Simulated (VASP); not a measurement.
# Bi3SbO3 in VASP: a series of runs

Bi3SbO3 is run at these levels: PBE; tasks: single point.

Everything below comes from runs of VASP 6.6.1. Logs are shortened: lines on timing, memory, paths and dates and some standing lists are left out, and cuts for length are marked.

## 1. The cell of the first run

It takes space group Pm (No. 6, monoclinic). The conventional cell has a = 4.332 Å, b = 3.723 Å, c = 9.480 Å, α = 90.00°, β = 92.76°, γ = 90.00°. Within 2.7 Å of Sb (site symmetry m) lie 1 O at 2.03 Å. Within 2.9 Å of Bi (site symmetry m) lie 6 O at 2.21 to 2.67 Å. Bi (site symmetry m) has 4 O at 2.28 to 2.51 Å within 3.0 Å. Bi (site symmetry m) has 4 Sb at 3.04 to 3.71 Å and 6 Bi at 3.52 to 3.91 Å and 4 O at 3.87 to 3.94 Å within 4.0 Å. Within 3.0 Å of O (site symmetry m) lie 4 Bi at 2.28 to 2.51 Å and 5 O at 2.82 to 2.94 Å. O (site symmetry m) has 4 Bi at 2.21 to 2.67 Å and 2 O at 2.82 Å within 2.9 Å. Within 2.7 Å of O (site symmetry m) lie 1 Sb at 2.03 Å and 2 Bi at 2.41 Å.

## 2. Single point, PBE

File INCAR:

```
SYSTEM = Bi3SbO3
  ALGO = Normal
  EDIFF = 1E-6
  ENCUT = 520
  GGA = PE
  ISIF = 2
  ISMEAR = 0
  LASPH = .True.
  LCHARG = .False.
  LREAL = .False.
  LWAVE = .False.
  NBANDS = 43
  NELM = 60
  PREC = Accurate
  SIGMA = 0.1
```

File KPOINTS:

```
k-points
0
Gamma
  8 8 4
  0 0 0
```

File POSCAR:

```
Bi3SbO3
1.0
    4.3318943162      0.0000000000      0.0064551725
    0.0000000000      3.7232027408      0.0000000000
   -0.4701758323      0.0000000000      9.4685853092
Sb Bi O
1 3 3
Direct
    0.0138390349      0.0000000000      0.7056043769
    0.5541291613      0.5000000000      0.0056613767
    0.0112496918      0.0000000000      0.2707930848
    0.6138264361      0.5000000000      0.5204149323
    0.5300561343      0.0000000000      0.1632080736
    0.0068826810      0.5000000000      0.1242788368
    0.7700168608      0.0000000000      0.8831383189
```

Potentials or basis: VASP PAW PBE potentials, release 64 (Sb, Bi_d, O).

Run with:

```console
$ cat potpaw_PBE.64/Sb/POTCAR potpaw_PBE.64/Bi_d/POTCAR potpaw_PBE.64/O/POTCAR > POTCAR
$ mpirun -np 1 vasp_std > vasp.out
```

OUTCAR:

```text
SYSTEM = Bi3SbO3
   EDIFF = 1E-6
   ENCUT = 520
   GGA = PE
   ISIF = 2
   ISMEAR = 0
   LASPH = .True.
   LREAL = .False.
   NELM = 60
   PREC = Accurate

 ion  position               nearest neighbor table
   1  0.014  0.000  0.706-   7 2.03   4 3.04   4 3.04   4 3.71   4 3.71
   2  0.554  0.500  0.006-   6 2.21   5 2.39   5 2.39   7 2.41   7 2.41   6 2.67   3 3.64   3 3.64

   3  0.011  0.000  0.271-   5 2.28   6 2.32   6 2.32   5 2.51   4 3.52   4 3.52   2 3.64   2 3.64
                             4 3.91   4 3.91
   4  0.614  0.500  0.520-   1 3.04   1 3.04   3 3.52   3 3.52   1 3.71   1 3.71   3 3.91   3 3.91

   5  0.530  0.000  0.163-   3 2.28   2 2.39   2 2.39   3 2.51
   6  0.007  0.500  0.124-   2 2.21   3 2.32   3 2.32   2 2.67
   7  0.770  0.000  0.883-   1 2.03   2 2.41   2 2.41

  LATTYP: Found a simple monoclinic cell.
 ALAT       =     4.3318991258
 B/A-ratio  =     0.8594850971
 C/A-ratio  =     2.1884747234
 COS(beta)  =    -0.0481069201

  Lattice vectors:

 A1 = (   4.3318943162,   0.0000000000,   0.0064551725)
 A2 = (   0.0000000000,   3.7232027408,   0.0000000000)
 A3 = (  -0.4701758323,   0.0000000000,   9.4685853092)

Analysis of symmetry for initial positions (statically):
=====================================================================
 Subroutine PRICEL returns:
 Original cell was already a primitive cell.

 Routine SETGRP: Setting up the symmetry group for a
 simple monoclinic supercell.

 Subroutine GETGRP returns: Found  2 space group operations
 (whereof  2 operations were pure point group operations)
 out of a pool of  4 trial point group operations.

The static configuration has the point symmetry C_1h.

Analysis of symmetry for dynamics (positions and initial velocities):
=====================================================================
 Subroutine PRICEL returns:
 Original cell was already a primitive cell.

 Routine SETGRP: Setting up the symmetry group for a
 simple monoclinic supercell.

 Subroutine GETGRP returns: Found  2 space group operations
 (whereof  2 operations were pure point group operations)
 out of a pool of  4 trial point group operations.

The dynamic configuration has the point symmetry C_1h.

 Subroutine INISYM returns: Found  2 space group operations
 (whereof  2 operations are pure point group operations),
 and found     1 'primitive' translations

----------------------------------------------------------------------------------------

                                     Primitive cell

  volume of cell :     152.7256

  direct lattice vectors                    reciprocal lattice vectors
     4.331894316  0.000000000  0.006455173     0.230828810  0.000000000  0.011462127
     0.000000000  3.723202741  0.000000000     0.000000000  0.268585965  0.000000000
    -0.470175832  0.000000000  9.468585309    -0.000157367  0.000000000  0.105604584

  length of vectors
     4.331899126  3.723202741  9.480251741     0.231113219  0.268585965  0.105604701

  position of ions in fractional coordinates (direct lattice)
     0.013839035  0.000000000  0.705604377
     0.554129161  0.500000000  0.005661377
     0.011249692  0.000000000  0.270793085
     0.613826436  0.500000000  0.520414932
     0.530056134  0.000000000  0.163208074
     0.006882681  0.500000000  0.124278837
     0.770016861  0.000000000  0.883138319

  ion indices of the primitive-cell ions
   primitive index   ion index
                 1           1
                 2           2
                 3           3
                 4           4
                 5           5
                 6           6
                 7           7

----------------------------------------------------------------------------------------

 KPOINTS: k-points

Automatic generation of k-mesh.
 Grid dimensions read from file:
 generate k-points for:    8    8    4

 Generating k-lattice:

  Cartesian coordinates                     Fractional coordinates (reciprocal lattice)
     0.028853601  0.000000000  0.001432766     0.125000000  0.000000000  0.000000000
     0.000000000  0.033573246  0.000000000     0.000000000  0.125000000  0.000000000
    -0.000039342  0.000000000  0.026401146     0.000000000  0.000000000  0.250000000

  Length of vectors
     0.028889152  0.033573246  0.026401175

  Shift w.r.t. Gamma in fractional coordinates (k-lattice)
     0.000000000  0.000000000  0.000000000

 Subroutine IBZKPT returns following result:
 ===========================================

 Found     90 irreducible k-points:

 Following reciprocal coordinates:
            Coordinates               Weight
  0.000000  0.000000  0.000000      1.000000
  0.125000  0.000000 -0.000000      2.000000
  0.250000  0.000000 -0.000000      2.000000
  0.375000  0.000000 -0.000000      2.000000
  0.500000  0.000000 -0.000000      1.000000
  0.000000  0.125000  0.000000      2.000000
[... 16 lines left out ...]
  0.250000  0.500000 -0.000000      2.000000
  0.375000  0.500000 -0.000000      2.000000
 [... further k-points ...]
   k-points           NKPTS =     90   k-points in BZ     NKDIM =     90   number of bands    NBANDS=     43
   number of dos      NEDOS =    301   number of ions     NIONS =      7
   total plane-waves  NPLWV =  64512
   dimension x,y,z NGX =    32 NGY =   28 NGZ =   72
   dimension x,y,z NGXF=    64 NGYF=   56 NGZF=  144
   ions per type =               1   3   3
   NGX,Y,Z   is equivalent  to a cutoff of  12.28, 12.50, 12.63 a.u.
   NGXF,Y,Z  is equivalent  to a cutoff of  24.56, 25.00, 25.25 a.u.
 SYSTEM =  Bi3SbO3
   PREC   = accura    normal or accurate (medium, high low for compatibility)
   ISTART =      0    job   : 0-new  1-cont  2-samecut
   ICHARG =      2    charge: 1-file 2-atom 10-const
   ISPIN  =      1    spin polarized calculation?
   LNONCOLLINEAR =      F non collinear calculations
   LSORBIT =      F    spin-orbit coupling
   LASPH  =      T    aspherical Exc in radial PAW
   ENCUT  =  520.0 eV  38.22 Ry    6.18 a.u.   8.05  6.92 17.63*2*pi/ulx,y,z
   NELM   =     60;   NELMIN=  2; NELMDL= -5     # of ELM steps
   EDIFF  = 0.1E-05   stopping-criterion for ELM
   LREAL  =      F    real-space projection
   EDIFFG = 0.1E-04   stopping-criterion for IOM
   NSW    =      0    number of steps for IOM
   IBRION =     -1    ionic relax: 0-MD 1-quasi-New 2-CG
   NFREE  =      0    steps in history (QN), initial steepest desc. (CG)
   ISIF   =      2    stress and relaxation
   ISYM   =      2    0-nonsym 1-usesym 2-fastsym
   POTIM  = 0.5000    time-step for ionic-motion
   TEBEG  =    0.0;   TEEND  =   0.0 temperature during run
   PSTRESS=    0.0 pullay stress
   NELECT =      68.0000    total number of electrons
   NUPDOWN=      -1.0000    fix difference up-down
   EMIN   =  10.00;   EMAX   =-10.00  energy-range for DOS
   EFERMI =   0.00;   METHOD = LEGACY
   ISMEAR =     0;   SIGMA  =   0.10  broadening in eV -4-tet -1-fermi 0-gaus
   EFERMI_NEDOS =   21; number of points for ismear=-14 and -15
   IALGO  =     38    algorithm
   IMIX   =      4    mixing-type and parameters
     AMIX     =   0.40;   BMIX     =  1.00
     AMIX_MAG =   1.60;   BMIX_MAG =  1.00
  volume/ion in A,a.u.               =      21.82       147.23
  Fermi-wavevector in a.u.,A,eV,Ry     =   1.250088  2.362324 21.262093  1.562720
  Thomas-Fermi vector in A             =   2.384098
   LORBIT       =      0    0 simple, 1 ext, 2 COOP (PROOUT), +10 PAW based schemes
   GGA     = PE    functional components
   LHFCALC =     F    Hartree Fock is set to
   AEXX    =    0.0000 exact exchange contribution
   IVDW    =     0    specifies the selected vdW correction
   LEPSILON=     F    determine dielectric tensor
   LRPA    =     F    only Hartree local field effects (RPA)
 non-spin polarized calculation
 Gauss-broadening in eV      SIGMA  =   0.10
  energy-cutoff  :      520.00
  volume of cell :      152.73
 maximum number of plane-waves:      4150
   NGX = 17   NGY = 13   NGZ = 35

 number of electron      68.0000007 magnetization

 Free energy of the ion-electron system (eV)
  ---------------------------------------------------
  ext. energy  EPLUGINS =         0.00000000
  ---------------------------------------------------
  free energy    TOTEN  =       -35.90130333 eV

  energy without entropy =      -35.89544833  energy(sigma->0) =      -35.89837583

 E-fermi :   6.8442     XC(G=0):  -9.9236

 val. band max:        6.8297888449   @ k =   0.3750   0.2500   0.2500
 cond. band min:       6.8771910660   @ k =   0.5000   0.5000   0.2500
 fundamental gap:      0.0474022212
 Fermi energy:         6.8442254482

 k-point     1 :       0.0000    0.0000    0.0000
  band No.  band energies     occupation
      1     -17.1055      2.00000
      2     -16.9527      2.00000
      3     -16.9475      2.00000
      4     -16.9300      2.00000
      5     -16.9063      2.00000
      6     -16.8999      2.00000
[... 35 lines left out ...]
     42      11.0385      0.00000
     43      11.9077      0.00000

 k-point     2 :       0.1250    0.0000   -0.0000
  band No.  band energies     occupation
      1     -17.1005      2.00000
      2     -16.9558      2.00000
      3     -16.9444      2.00000
      4     -16.9299      2.00000
      5     -16.9053      2.00000
      6     -16.9012      2.00000
[... 35 lines left out ...]
     42      10.9344      0.00000
     43      11.9045      0.00000

 k-point     3 :       0.2500    0.0000   -0.0000
  band No.  band energies     occupation
      1     -17.0876      2.00000
      2     -16.9618      2.00000
      3     -16.9424      2.00000
      4     -16.9295      2.00000
      5     -16.9043      2.00000
      6     -16.9035      2.00000
[... 35 lines left out ...]
     42      11.2174      0.00000
     43      11.8664      0.00000

 k-point     4 :       0.3750    0.0000   -0.0000
  band No.  band energies     occupation
      1     -17.0722      2.00000
      2     -16.9724      2.00000
      3     -16.9445      2.00000
      4     -16.9291      2.00000
      5     -16.9074      2.00000
      6     -16.9023      2.00000
[... 863 lines left out ...]
     42      11.2306      0.00000
     43      11.3787      0.00000

 k-point    23 :       0.2500    0.5000   -0.0000
  band No.  band energies     occupation
      1     -17.1073      2.00000
      2     -17.0400      2.00000
      3     -16.9315      2.00000
      4     -16.9123      2.00000
      5     -16.9101      2.00000
      6     -16.8866      2.00000
[... 35 lines left out ...]
     42      11.2524      0.00000
     43      11.4595      0.00000

 k-point    24 :       0.3750    0.5000   -0.0000
  band No.  band energies     occupation
      1     -17.1132      2.00000
      2     -17.0452      2.00000
      3     -16.9312      2.00000
      4     -16.9096      2.00000
      5     -16.9023      2.00000
      6     -16.8835      2.00000
[... 35 lines left out ...]
     42      11.2422      0.00000
     43      11.5753      0.00000

 [... further k-points ...]
[... 5 lines left out ...]
  --------------------------------------------------------------------------------------
  -------------------------------------------------------------------------------------
  Total        0.0006381      0.0322275      0.0269560      0.0000000      0.0000000      0.0395094
  in kB        0.0066935      0.3380844      0.2827833      0.0000000      0.0000000      0.4144755
  external PRESSURE =       0.2091871 kB  Pullay stress =       0.0000000 kB

 VOLUME and BASIS-vectors are now :
 -----------------------------------------------------------------------------
  energy-cutoff  :      520.00
  volume of cell :      152.73
      direct lattice vectors                 reciprocal lattice vectors
     4.331894316  0.000000000  0.006455173     0.230828810  0.000000000  0.011462127
     0.000000000  3.723202741  0.000000000     0.000000000  0.268585965  0.000000000
    -0.470175832  0.000000000  9.468585309    -0.000157367  0.000000000  0.105604584

 POSITION                                       TOTAL-FORCE (eV/Angst)
 -----------------------------------------------------------------------------------
     -0.27181      0.00000      6.68116         0.022044      0.000000     -0.014465
      2.39777      1.86160      0.05718        -0.038944      0.000000     -0.040217
     -0.07859      0.00000      2.56410         0.021369      0.000000      0.031806
      2.41434      1.86160      4.93156        -0.008264      0.000000      0.001517
      2.21941      0.00000      1.54877        -0.017035      0.000000      0.017515
     -0.02862      1.86160      1.17679         0.024339      0.000000      0.000878
      2.92040      0.00000      8.36704        -0.003510      0.000000      0.002966
 -----------------------------------------------------------------------------------
    total drift:                               -0.000731     -0.000000      0.000733

  FREE ENERGIE OF THE ION-ELECTRON SYSTEM (eV)
  ---------------------------------------------------
  free  energy   TOTEN  =       -35.9013033287 eV

  energy  without entropy=      -35.8954483259  energy(sigma->0) =      -35.89837583
```

Run time: 13 min. Hardware: 1 thread of Oxide Virtual Turin-like, shared host; peak memory 0.55 GiB.

What came out:

```yaml
Free_energy: -35.9013 eV
Pressure: 0.0 GPa
Largest_force: 0.056 eV/Å
Band_gap_on_the_k_mesh: zero (band 34 reaches 7.75 eV, above the bottom of band 35 at 6.47 eV)
```

Forces in eV/Å, atoms in the order of the input:
```
Sb   0.022  0.000 -0.014
Bi  -0.039  0.000 -0.040
Bi   0.021  0.000  0.032
Bi  -0.008  0.000  0.002
O   -0.017  0.000  0.018
O    0.024  0.000  0.001
O   -0.004  0.000  0.003
```

Levels at points of the mesh, in eV from the Fermi level:
| k point | band 32 | band 33 | band 34 | band 35 | band 36 | band 37 |
| --- | --- | --- | --- | --- | --- | --- |
| (0.00, 0.00, 0.00) | -1.79 | -1.21 | 0.05 | 0.23 | 1.28 | 1.95 |
| (0.50, 0.00, 0.00) | -1.88 | -0.99 | 0.86 | 1.29 | 1.72 | 2.59 |
| (0.00, 0.50, 0.00) | -2.08 | -2.04 | -0.16 | 0.82 | 0.92 | 1.84 |
| (0.50, 0.50, 0.00) | -2.70 | -2.48 | -1.38 | 0.25 | 0.50 | 1.53 |
| (0.00, 0.00, 0.50) | -1.85 | -1.06 | 0.13 | 0.14 | 1.53 | 2.22 |
| (0.50, 0.00, 0.50) | -1.94 | -1.02 | 0.90 | 1.07 | 1.46 | 2.65 |
| (0.00, 0.50, 0.50) | -1.93 | -1.90 | -0.19 | 0.90 | 0.92 | 1.96 |
| (0.50, 0.50, 0.50) | -2.77 | -2.70 | -0.92 | -0.13 | 0.26 | 1.43 |

Caveat: spin-orbit coupling is left out, which moves the levels of the heavy elements.

## 3. Single point, PBE

File INCAR:

```
PREC     = Accurate       # precision mode
ENCUT    = 520            # plane-wave cutoff, eV
EDIFF    = 1E-6           # SCF threshold, eV
ISMEAR   = 0              # smearing method
SIGMA    = 0.1            # smearing width, eV
LREAL    = False          # projectors in reciprocal space
LASPH    = True           # aspherical terms in the spheres
NELM     = 60             # most SCF steps
ALGO     = Normal         # electronic algorithm
ISIF     = 2              # what is computed and relaxed
LWAVE    = False          # write WAVECAR
LCHARG   = False          # write CHGCAR
GGA      = PE             # functional
NBANDS   = 43             # bands
```

File KPOINTS:

```
Automatic mesh
0
Gamma
  8 8 4
```

File POSCAR:

```
Bi3SbO3
1.0
    4.3282593655      0.0000000000      0.0069454088
    0.0000000000      3.7249151548      0.0000000000
   -0.4687084350      0.0000000000      9.4677023845
Sb Bi O
1 3 3
Direct
    0.0145749201      0.0000000000      0.7055561580
    0.5539985648      0.5000000000      0.0054256144
    0.0108169692      0.0000000000      0.2706745716
    0.6136881726      0.5000000000      0.5206726299
    0.5295382267      0.0000000000      0.1631158020
    0.0065983185      0.5000000000      0.1243589957
    0.7707848284      0.0000000000      0.8832952284
```

Potentials or basis: VASP PAW PBE potentials, release 64 (Sb, Bi_d, O).

Run with:

```console
$ cat potpaw_PBE.64/Sb/POTCAR potpaw_PBE.64/Bi_d/POTCAR potpaw_PBE.64/O/POTCAR > POTCAR
$ mpirun -np 1 vasp_std > vasp.out
```

Run time: 14 min. Hardware: 1 thread of Oxide Virtual Turin-like, shared host; peak memory 0.55 GiB.

Results (log left out):

```
Free energy            : -35.9014 eV
Pressure               : 0.0 GPa
Largest force          : 0.053 eV/Å
Band gap on the k mesh : zero (band 34 reaches 7.75 eV, above the bottom of band 35 at 6.48 eV)
```

Forces in eV/Å, atoms in the order of the input:
```
Sb   0.019  0.000 -0.015
Bi  -0.039  0.000 -0.035
Bi   0.026  0.000  0.035
Bi  -0.006  0.000  0.002
O   -0.019  0.000  0.010
O    0.025  0.000 -0.001
O   -0.006  0.000  0.004
```

Levels at points of the mesh, in eV from the Fermi level:
| k point | band 31 | band 32 | band 33 | band 34 | band 35 | band 36 | band 37 | band 38 |
| --- | --- | --- | --- | --- | --- | --- | --- | --- |
| (0.00, 0.00, 0.00) | -2.62 | -1.79 | -1.21 | 0.04 | 0.23 | 1.29 | 1.96 | 2.82 |
| (0.50, 0.00, 0.00) | -2.98 | -1.88 | -0.98 | 0.85 | 1.29 | 1.72 | 2.59 | 2.75 |
| (0.00, 0.50, 0.00) | -2.96 | -2.07 | -2.05 | -0.15 | 0.82 | 0.92 | 1.84 | 2.83 |
| (0.50, 0.50, 0.00) | -2.74 | -2.70 | -2.48 | -1.38 | 0.25 | 0.50 | 1.53 | 1.79 |
| (0.00, 0.00, 0.50) | -2.69 | -1.85 | -1.06 | 0.12 | 0.15 | 1.54 | 2.22 | 2.41 |
| (0.50, 0.00, 0.50) | -2.64 | -1.94 | -1.02 | 0.90 | 1.07 | 1.47 | 2.64 | 2.84 |
| (0.00, 0.50, 0.50) | -3.04 | -1.92 | -1.90 | -0.18 | 0.90 | 0.92 | 1.96 | 2.84 |
| (0.50, 0.50, 0.50) | -2.80 | -2.77 | -2.70 | -0.91 | -0.13 | 0.26 | 1.43 | 1.88 |

Caveat: spin-orbit coupling is left out, which moves the levels of the heavy elements.

(Continued in part 2 of 2.)
